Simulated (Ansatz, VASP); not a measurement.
## In in VASP and in Ansatz

The input INCAR:

```
SYSTEM = In
  PREC = Accurate
  ENCUT = 520
  EDIFF = 1E-6
  ISMEAR = -1
  SIGMA = 0.1
  LREAL = .FALSE.
  LASPH = .TRUE.
  NELM = 80
  ALGO = Normal
  ISIF = 2
  LWAVE = .FALSE.
  LCHARG = .FALSE.
  GGA = PE
  NBANDS = 12
```

The input KPOINTS:

```
regular mesh
0
G
  10 10 10
  0 0 0
```

File POSCAR:

```
In
1.0
   -1.6625455432      1.6625455432      2.5301229245
    1.6625455432     -1.6625455432      2.5301229245
    1.6625455432      1.6625455432     -2.5301229245
In
1
Direct
    0.0000000000      0.0000000000      0.0000000000
```

Input for Ansatz:

```yaml
crystal:
  lattice:
    - [-1.662545543162948, 1.662545543162948, 2.5301229245216366]
    - [1.662545543162948, -1.662545543162948, 2.5301229245216366]
    - [1.662545543162948, 1.662545543162948, -2.5301229245216366]
  atoms:
    - { symbol: In, position: [0.0, 0.0, 0.0] }
basis:
  ecutwfc: 489.804952427784
kpoints:
  mp_grid:
    grid: [10, 10, 10]
hamiltonian:
  xc: pbe
scf:
  occupations:
    method: fermi_dirac
output:
  stress: true
```

Alike in both runs: task single point; functional PBE; k mesh 10 × 10 × 10; no spin polarisation.

|  | VASP | Ansatz |
| --- | --- | --- |
| version | VASP 6.6.1 | Ansatz 0.2.0 |
| potentials or method | VASP PAW PBE potentials, release 64 (In_d), cutoff 520 eV | plane waves, PAW |
| occupations | fermi-dirac, width 0.1 eV | fermi-dirac |
| valence electrons in the cell | 13 | 13 |

|  | VASP | Ansatz | Ansatz less VASP |
| --- | --- | --- | --- |
| pressure (GPa) | -0.6 | -0.6 | +0.04 |
| traceless stress, the component that is largest in VASP (GPa) | -1.20 | -1.20 | +0.002 |
